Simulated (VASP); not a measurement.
Mg3SnN2, 6 atoms in the cell. Symmetry: P6/mmm, No. 191, hexagonal system. The conventional cell has a = 5.749 Å, b = 5.749 Å, c = 3.293 Å, α = 90.00°, β = 90.00°, γ = 120.00°. Within 3.1 Å of Mg (site symmetry mmm) lie 4 N at 2.34 Å and 4 Mg at 2.87 Å. Sn (site symmetry 6/mmm) has 2 Sn at 3.29 Å and 12 Mg at 3.31 Å and 6 N at 3.32 Å within 4.3 Å. N (site symmetry -6m2) has 6 Mg at 2.34 Å within 3.1 Å. The cell was generated, and may not be a known phase.

* Program: VASP 6.6.1
* Task: relaxation of cell and atoms
* Functional: PBE
* Potentials or basis: VASP PAW PBE potentials, release 64 (Mg, Sn_d, N)
* Cutoff: 600 eV
* k mesh: 6 × 6 × 6
* Occupations: gaussian, width 0.1 eV
* Spin: no spin polarisation
* Dipole correction: no
* Further INCAR settings: ALGO = Normal; EDIFF = 1e-06; IBRION = 2; EDIFFG = -0.04; NSW = 90; ISIF = 3

Potentials or basis: VASP PAW PBE potentials, release 64 (Mg, Sn_d, N).

The run is started by

```console
$ cat potpaw_PBE.64/Mg/POTCAR potpaw_PBE.64/Sn_d/POTCAR potpaw_PBE.64/N/POTCAR > POTCAR
$ mpirun -np 1 vasp_std > vasp.out
```

Hardware: 1 thread of Oxide Virtual Turin-like Processor, with other jobs on the host.

Problem. Estimate the wall time of this run.

Solution. Run time: 3.3 min on 1 thread of Oxide Virtual Turin-like Processor, on a shared host, peak memory 0.26 GiB. Counts: scf iterations 32, k points 28, ion steps 3.
